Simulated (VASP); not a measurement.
# Cr (Im-3m) in VASP: further runs

The runs below take Cr through single point, with PBE.

Everything below comes from runs of VASP 6.6.1. Logs are shortened: lines on timing, memory, paths and dates and some standing lists are left out, and cuts for length are marked.

### 1 The cell of the first run

It takes space group Im-3m (No. 229, cubic). The conventional cell has a = 2.848 Å, b = 2.848 Å, c = 2.848 Å, α = 90.00°, β = 90.00°, γ = 90.00°. Within 3.3 Å of Cr (site symmetry m-3m) lie 14 Cr at 2.47 to 2.85 Å.

### 2 Single point, PBE, collinear spin, ferromagnetic start

Input file INCAR:

```
ALGO     = Normal         # electronic algorithm
EDIFF    = 1E-6           # SCF threshold, eV
ENCUT    = 520            # plane-wave cutoff, eV
GGA      = PE             # functional
ISIF     = 2              # what is computed and relaxed
ISMEAR   = -1             # smearing method
ISPIN    = 2              # spin polarisation
LASPH    = T              # aspherical terms in the spheres
LCHARG   = F              # write CHGCAR
LMAXMIX  = 4              # l up to which the mixer works
LORBIT   = 11             # projections on sites
LREAL    = F              # projectors in reciprocal space
LWAVE    = F              # write WAVECAR
MAGMOM   = 2 2            # initial moments
NBANDS   = 23             # bands
NELM     = 150            # most SCF steps
PREC     = Accurate       # precision mode
SIGMA    = 0.05           # smearing width, eV
```

Input file KPOINTS:

```
k-points
0
Gamma
  14 14 8
```

Input file POSCAR:

```
Cr
1.0
   -1.4242209446      1.4242209446      1.4242209446
    1.4242209446     -1.4242209446      1.4242209446
    2.8484418891      2.8484418891      0.0000000000
Cr
2
Direct
    0.0000000000      0.0000000000      0.0000000000
    0.5000000000      0.5000000000      0.5000000000
```

Potentials or basis: VASP PAW PBE potentials, release 64 (Cr_pv).

The run is started by

```sh
$ cat potpaw_PBE.64/Cr_pv/POTCAR > POTCAR
$ mpirun -np 1 vasp_std > vasp.out
```

OUTCAR:

```text
EDIFF = 1E-6
   ENCUT = 520
   GGA = PE
   ISIF = 2
   ISMEAR = -1
   ISPIN = 2
   LASPH = T
   LORBIT = 11
   LREAL = F
   NELM = 150
   PREC = Accurate

 ion  position               nearest neighbor table
   1  0.000  0.000  0.000-   2 2.47   2 2.47   2 2.47   2 2.47   2 2.85   2 2.85   2 2.85   2 2.85

   2  0.500  0.500  0.500-   1 2.47   1 2.47   1 2.47   1 2.47   1 2.85   1 2.85   1 2.85   1 2.85

  LATTYP: Found a base centered orthorhombic cell.
 ALAT       =     2.8484418892
 B/A-ratio  =     1.4142135624
 C/A-ratio  =     1.4142135623

  Lattice vectors:

 A1 = (  -1.4242209446,   1.4242209446,   1.4242209446)
 A2 = (   1.4242209446,  -1.4242209446,   1.4242209446)
 A3 = (   2.8484418891,   2.8484418891,   0.0000000000)

Analysis of symmetry for initial positions (statically):
=====================================================================
 Subroutine PRICEL returns following result:

  LATTYP: Found a body centered cubic cell.
 ALAT       =     2.8484418892

  Lattice vectors:

 A1 = (  -1.4242209446,   1.4242209446,  -1.4242209446)
 A2 = (  -1.4242209446,  -1.4242209446,   1.4242209446)
 A3 = (   1.4242209445,   1.4242209445,   1.4242209446)

   2 primitive cells build up your supercell.

 Routine SETGRP: Setting up the symmetry group for a
 base centered orthorhombic supercell.

 Subroutine GETGRP returns: Found  8 space group operations
 (whereof  8 operations were pure point group operations)
 out of a pool of  8 trial point group operations.

The static configuration has the point symmetry D_2h.

Analysis of symmetry for dynamics (positions and initial velocities):
=====================================================================
 Subroutine PRICEL returns following result:

  LATTYP: Found a body centered cubic cell.
 ALAT       =     2.8484418892

  Lattice vectors:

 A1 = (  -1.4242209446,   1.4242209446,  -1.4242209446)
 A2 = (  -1.4242209446,  -1.4242209446,   1.4242209446)
 A3 = (   1.4242209445,   1.4242209445,   1.4242209446)

   2 primitive cells build up your supercell.

 Routine SETGRP: Setting up the symmetry group for a
 base centered orthorhombic supercell.

 Subroutine GETGRP returns: Found  8 space group operations
 (whereof  8 operations were pure point group operations)
 out of a pool of  8 trial point group operations.

The dynamic configuration has the point symmetry D_2h.

Analysis of structural, dynamic, and magnetic symmetry:
=====================================================================
 Subroutine PRICEL returns following result:

  LATTYP: Found a body centered cubic cell.
 ALAT       =     2.8484418892

  Lattice vectors:

 A1 = (  -1.4242209446,   1.4242209446,  -1.4242209446)
 A2 = (  -1.4242209446,  -1.4242209446,   1.4242209446)
 A3 = (   1.4242209445,   1.4242209445,   1.4242209446)

   2 primitive cells build up your supercell.

 Routine SETGRP: Setting up the symmetry group for a
 base centered orthorhombic supercell.

 Subroutine GETGRP returns: Found  8 space group operations
 (whereof  8 operations were pure point group operations)
 out of a pool of  8 trial point group operations.

The overall configuration has the point symmetry D_2h.

 Subroutine INISYM returns: Found  8 space group operations
 (whereof  8 operations are pure point group operations),
 and found     2 'primitive' translations

----------------------------------------------------------------------------------------

                                     Primitive cell

  volume of cell :      11.5556

  direct lattice vectors                    reciprocal lattice vectors
    -1.424220945  1.424220945 -1.424220945    -0.351069124  0.351069124  0.000000000
    -1.424220945 -1.424220945  1.424220945    -0.351069124 -0.000000000  0.351069124
     1.424220945  1.424220945  1.424220945     0.000000000  0.351069124  0.351069124

  length of vectors
     2.466823037  2.466823037  2.466823037     0.496486717  0.496486717  0.496486717

  position of ions in fractional coordinates (direct lattice)
     0.000000000  0.000000000  0.000000000

  ion indices of the primitive-cell ions
   primitive index   ion index
                 1           1

----------------------------------------------------------------------------------------

 KPOINTS: k-points

Automatic generation of k-mesh.
 Grid dimensions read from file:
 generate k-points for:   14   14    8

 Generating k-lattice:

  Cartesian coordinates                     Fractional coordinates (reciprocal lattice)
    -0.012538183  0.012538183  0.025076366     0.071428571  0.000000000  0.000000000
     0.012538183 -0.012538183  0.025076366     0.000000000  0.071428571  0.000000000
     0.021941820  0.021941820  0.000000000     0.000000000  0.000000000  0.125000000

  Length of vectors
     0.030712151  0.030712151  0.031030420

  Shift w.r.t. Gamma in fractional coordinates (k-lattice)
     0.000000000  0.000000000  0.000000000

 Subroutine IBZKPT returns following result:
 ===========================================

 Found    285 irreducible k-points:

 Following reciprocal coordinates:
            Coordinates               Weight
  0.000000  0.000000  0.000000      1.000000
  0.071429  0.000000  0.000000      4.000000
  0.142857  0.000000  0.000000      4.000000
  0.214286  0.000000  0.000000      4.000000
  0.285714  0.000000  0.000000      4.000000
  0.357143  0.000000  0.000000      4.000000
[... 16 lines left out ...]
  0.214286  0.142857  0.000000      4.000000
  0.285714  0.142857  0.000000      4.000000
 [... further k-points ...]
   k-points           NKPTS =    285   k-points in BZ     NKDIM =    285   number of bands    NBANDS=     23
   number of dos      NEDOS =    301   number of ions     NIONS =      2
   total plane-waves  NPLWV =   9720
   dimension x,y,z NGX =    18 NGY =   18 NGZ =   30
   dimension x,y,z NGXF=    36 NGYF=   36 NGZF=   60
   ions per type =               2
   NGX,Y,Z   is equivalent  to a cutoff of  12.13, 12.13, 12.38 a.u.
   NGXF,Y,Z  is equivalent  to a cutoff of  24.26, 24.26, 24.76 a.u.
 SYSTEM =  unknown system
   PREC   = accura    normal or accurate (medium, high low for compatibility)
   ISTART =      0    job   : 0-new  1-cont  2-samecut
   ICHARG =      2    charge: 1-file 2-atom 10-const
   ISPIN  =      2    spin polarized calculation?
   LNONCOLLINEAR =      F non collinear calculations
   LSORBIT =      F    spin-orbit coupling
   LASPH  =      T    aspherical Exc in radial PAW
   ENCUT  =  520.0 eV  38.22 Ry    6.18 a.u.   4.59  4.59  7.49*2*pi/ulx,y,z
   NELM   =    150;   NELMIN=  2; NELMDL= -5     # of ELM steps
   EDIFF  = 0.1E-05   stopping-criterion for ELM
   LREAL  =      F    real-space projection
   EDIFFG = 0.1E-04   stopping-criterion for IOM
   NSW    =      0    number of steps for IOM
   IBRION =     -1    ionic relax: 0-MD 1-quasi-New 2-CG
   NFREE  =      0    steps in history (QN), initial steepest desc. (CG)
   ISIF   =      2    stress and relaxation
   ISYM   =      2    0-nonsym 1-usesym 2-fastsym
   POTIM  = 0.5000    time-step for ionic-motion
   TEBEG  =    0.0;   TEEND  =   0.0 temperature during run
   PSTRESS=    0.0 pullay stress
   NELECT =      24.0000    total number of electrons
   NUPDOWN=      -1.0000    fix difference up-down
   EMIN   =  10.00;   EMAX   =-10.00  energy-range for DOS
   EFERMI =   0.00;   METHOD = LEGACY
   ISMEAR =    -1;   SIGMA  =   0.05  broadening in eV -4-tet -1-fermi 0-gaus
   EFERMI_NEDOS =   21; number of points for ismear=-14 and -15
   IALGO  =     38    algorithm
   IMIX   =      4    mixing-type and parameters
     AMIX     =   0.40;   BMIX     =  1.00
     AMIX_MAG =   1.60;   BMIX_MAG =  1.00
  volume/ion in A,a.u.               =      11.56        77.98
  Fermi-wavevector in a.u.,A,eV,Ry     =   1.657822  3.132829 37.393892  2.748374
  Thomas-Fermi vector in A             =   2.745509
   LORBIT       =     11    0 simple, 1 ext, 2 COOP (PROOUT), +10 PAW based schemes
   GGA     = PE    functional components
   LHFCALC =     F    Hartree Fock is set to
   AEXX    =    0.0000 exact exchange contribution
   IVDW    =     0    specifies the selected vdW correction
   LEPSILON=     F    determine dielectric tensor
   LRPA    =     F    only Hartree local field effects (RPA)
 spin polarized calculation
  energy-cutoff  :      520.00
  volume of cell :       23.11
 maximum number of plane-waves:       637
   NGX =  9   NGY =  9   NGZ = 15

 number of electron      23.9999990 magnetization      -0.0009996

 number of electron      23.9999990 magnetization       0.0001185

 Free energy of the ion-electron system (eV)
  ---------------------------------------------------
  ext. energy  EPLUGINS =         0.00000000
  ---------------------------------------------------
  free energy    TOTEN  =       -19.03373481 eV

  energy without entropy =      -19.01905861  energy(sigma->0) =      -19.02639671

 E-fermi :  11.0195     XC(G=0): -13.6713

 val. band max:       11.0176397556   @ k =   0.5000   0.4286   0.3750
 cond. band min:      11.0220319224   @ k =   0.0714   0.0714   0.0000
 fundamental gap:      0.0043921668
 Fermi energy:        11.0195478355

 spin component 1

 k-point     1 :       0.0000    0.0000    0.0000
  band No.  band energies     occupation
      1     -32.6679      1.00000
      2     -32.0478      1.00000
      3     -31.7690      1.00000
      4     -31.7628      1.00000
      5     -31.7599      1.00000
      6     -31.7535      1.00000
[... 15 lines left out ...]
     22      28.0658      0.00000
     23      32.1494      0.00000

 k-point     2 :       0.0714    0.0000    0.0000
  band No.  band energies     occupation
      1     -32.6526      1.00000
      2     -32.0612      1.00000
      3     -31.7977      1.00000
      4     -31.7868      1.00000
      5     -31.7644      1.00000
      6     -31.7610      1.00000
[... 15 lines left out ...]
     22      27.7813      0.00000
     23      31.3649      0.00000
[... 544 lines left out ...]
     22      23.3455      0.00000
     23      25.7079      0.00000

 k-point    24 :       0.2857    0.1429    0.0000
  band No.  band energies     occupation
      1     -32.3058      1.00000
      2     -32.2985      1.00000
      3     -32.2496      1.00000
      4     -32.0172      1.00000
      5     -31.9940      1.00000
      6     -31.9328      1.00000
[... 15 lines left out ...]
     22      22.3403      0.00000
     23      25.5588      0.00000

 [... further k-points ...]

 spin component 2

 k-point     1 :       0.0000    0.0000    0.0000
  band No.  band energies     occupation
      1     -32.6678      1.00000
      2     -32.0477      1.00000
      3     -31.7689      1.00000
      4     -31.7627      1.00000
      5     -31.7599      1.00000
      6     -31.7535      1.00000
[... 15 lines left out ...]
     22      28.0659      0.00000
     23      32.1493      0.00000

 k-point     2 :       0.0714    0.0000    0.0000
  band No.  band energies     occupation
      1     -32.6526      1.00000
      2     -32.0611      1.00000
      3     -31.7976      1.00000
      4     -31.7867      1.00000
      5     -31.7643      1.00000
      6     -31.7609      1.00000
[... 15 lines left out ...]
     22      27.7814      0.00000
     23      31.3648      0.00000
[... 544 lines left out ...]
     22      23.3455      0.00000
     23      25.7079      0.00000

 k-point    24 :       0.2857    0.1429    0.0000
  band No.  band energies     occupation
      1     -32.3057      1.00000
      2     -32.2985      1.00000
      3     -32.2495      1.00000
      4     -32.0171      1.00000
      5     -31.9939      1.00000
      6     -31.9327      1.00000
[... 15 lines left out ...]
     22      22.3403      0.00000
     23      25.5588      0.00000

 [... further k-points ...]
[... 5 lines left out ...]
  --------------------------------------------------------------------------------------
  -------------------------------------------------------------------------------------
  Total       -0.0575484     -0.0575484     -0.1423801     -0.0241121      0.0000000     -0.0000000
  in kB       -3.9895317     -3.9895317     -9.8704679     -1.6715666      0.0000000     -0.0000000
  external PRESSURE =      -5.9498438 kB  Pullay stress =       0.0000000 kB

 VOLUME and BASIS-vectors are now :
 -----------------------------------------------------------------------------
  energy-cutoff  :      520.00
  volume of cell :       23.11
      direct lattice vectors                 reciprocal lattice vectors
    -1.424220945  1.424220945  1.424220945    -0.175534562  0.175534562  0.351069124
     1.424220945 -1.424220945  1.424220945     0.175534562 -0.175534562  0.351069124
     2.848441889  2.848441889  0.000000000     0.175534562  0.175534562  0.000000000

 POSITION                                       TOTAL-FORCE (eV/Angst)
 -----------------------------------------------------------------------------------
      0.00000      0.00000      0.00000         0.000000      0.000000     -0.000000
      1.42422      1.42422      1.42422        -0.000000      0.000000      0.000000
 -----------------------------------------------------------------------------------
    total drift:                               -0.000000      0.000000     -0.000000

  FREE ENERGIE OF THE ION-ELECTRON SYSTEM (eV)
  ---------------------------------------------------
  free  energy   TOTEN  =       -19.0337348119 eV

  energy  without entropy=      -19.0190586138  energy(sigma->0) =      -19.02639671

 total charge

# of ion       s       p       d       tot
------------------------------------------
    1        0.440   6.405   4.212  11.057
    2        0.440   6.405   4.212  11.057
--------------------------------------------------
tot          0.881  12.810   8.423  22.115

 magnetization (x)

# of ion       s       p       d       tot
------------------------------------------
    1       -0.000  -0.000   0.000   0.000
    2       -0.000  -0.000   0.000   0.000
--------------------------------------------------
tot         -0.000  -0.000   0.000   0.000
```

Run time: 4 min. Hardware: 1 thread of Oxide Virtual Turin-like, shared host; peak memory 0.26 GiB.

What came out:

```
Free energy                                           : -19.0337 eV
Pressure                                              : -0.6 GPa
Band gap on the k mesh                                : zero (filled and empty bands overlap)
Net moment                                            : 0.00 μB per cell
Valence electrons inside the program's atomic spheres : Cr 11.06
```

Caveat: the starting moments collapsed, and a magnetic state may lie lower.

### 3 Single point, PBE, collinear spin, ferromagnetic start

Input file INCAR:

```
SYSTEM = Cr
ALGO = Normal
EDIFF = 1E-7
ENCUT = 520
GGA = PE
ISIF = 2
ISMEAR = -1
ISPIN = 2
LASPH = .TRUE.
LCHARG = .FALSE.
LMAXMIX = 4
LORBIT = 11
LREAL = .FALSE.
LWAVE = .FALSE.
MAGMOM = 2 2
NBANDS = 23
NELM = 150
PREC = Accurate
SIGMA = 0.05
```

Input file KPOINTS:

```
k-points
0
G
  14 14 8
  0 0 0
```

POSCAR is that of step 2.

Potentials or basis: VASP PAW PBE potentials, release 64 (Cr_pv).

The run is started by

```sh
$ cat potpaw_PBE.64/Cr_pv/POTCAR > POTCAR
$ mpirun -np 1 vasp_std > vasp.out
```

Wall time 4.7 min (1 thread of Oxide Virtual Turin-like, shared host); peak memory 0.26 GiB.

The run converged. Its results:

* Free energy: -19.0337 eV
* Pressure: -0.6 GPa
* Band gap on the k mesh: zero (filled and empty bands overlap)
* Net moment: 0.00 μB per cell
* Valence electrons inside the program's atomic spheres: Cr 11.06

Stress tensor (GPa, compression positive):
```
-0.39 -0.16  0.00
-0.16 -0.39  0.00
 0.00  0.00 -0.98
```

Levels at points of the mesh, in eV from the Fermi level:
Spin up:
```tsv
k point	band 8	band 9	band 10	band 11	band 12	band 13	band 14	band 15	band 16	band 17
(0.00, 0.00, 0.00)	-4.48	-2.51	-0.97	-0.96	-0.96	1.06	1.09	1.09	1.09	1.43
(0.50, 0.00, 0.00)	-3.38	-2.44	-2.44	-1.68	-1.68	0.88	0.88	1.56	1.56	4.45
(0.50, 0.50, 0.00)	-4.36	-4.36	-2.50	1.06	1.09	1.43	2.39	2.39	2.39	2.78
(0.00, 0.00, 0.50)	-5.60	-1.79	-1.79	-1.27	-1.27	0.70	0.70	0.76	0.76	1.20
(0.50, 0.00, 0.50)	-4.48	-2.51	-2.51	1.06	1.06	1.09	1.09	1.43	1.43	2.78
(0.50, 0.50, 0.50)	-3.56	-2.84	-2.84	-0.54	-0.54	0.33	0.33	2.58	2.58	6.71
```
Spin down:
```
           k point  band 10  band 11  band 12  band 13  band 14  band 15
(0.00, 0.00, 0.00)    -0.97    -0.96    -0.96     1.06     1.09     1.09
(0.50, 0.00, 0.00)    -2.44    -1.68    -1.68     0.88     0.88     1.56
(0.50, 0.50, 0.00)    -2.50     1.06     1.09     1.43     2.39     2.39
(0.00, 0.00, 0.50)    -1.79    -1.27    -1.27     0.70     0.70     0.76
(0.50, 0.00, 0.50)    -2.51     1.06     1.06     1.09     1.09     1.43
(0.50, 0.50, 0.50)    -2.84    -0.54    -0.54     0.33     0.33     2.58
```

Caveat: the starting moments collapsed, and a magnetic state may lie lower.
